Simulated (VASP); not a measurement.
Runs of VASP 6.6.1 on LiF. The structure is that of space group Pm-3m (No. 221), or close to it. The cells are those of the table. 

```tsv
level	cell	smearing	gap on the mesh (eV)
r2SCAN	a = 2.555, b = 2.555, c = 2.516 Å, 2 atoms	gaussian 0.01 eV	8.74
PBE	a = 2.534 Å, angles 89.2°, 2 atoms	fermi-dirac 0.02 eV	7.77
r2SCAN	a = 2.534 Å, angles 89.2°, 2 atoms	gaussian 0.01 eV	(a)
PBE	a = 2.555, b = 2.555, c = 2.516 Å, 2 atoms	fermi-dirac 0.02 eV	7.61
```

Alike in all rows: task single point; potentials or basis VASP PAW PBE potentials, release 64 (Li_sv, F); no spin polarisation; k mesh 10 × 10 × 10; cutoff (eV) 520.

Fill in the values left out.

(a) 8.92.

Caveats: the structure was generated, so it needn't be the stable form of LiF.

A k mesh can miss the band edges.
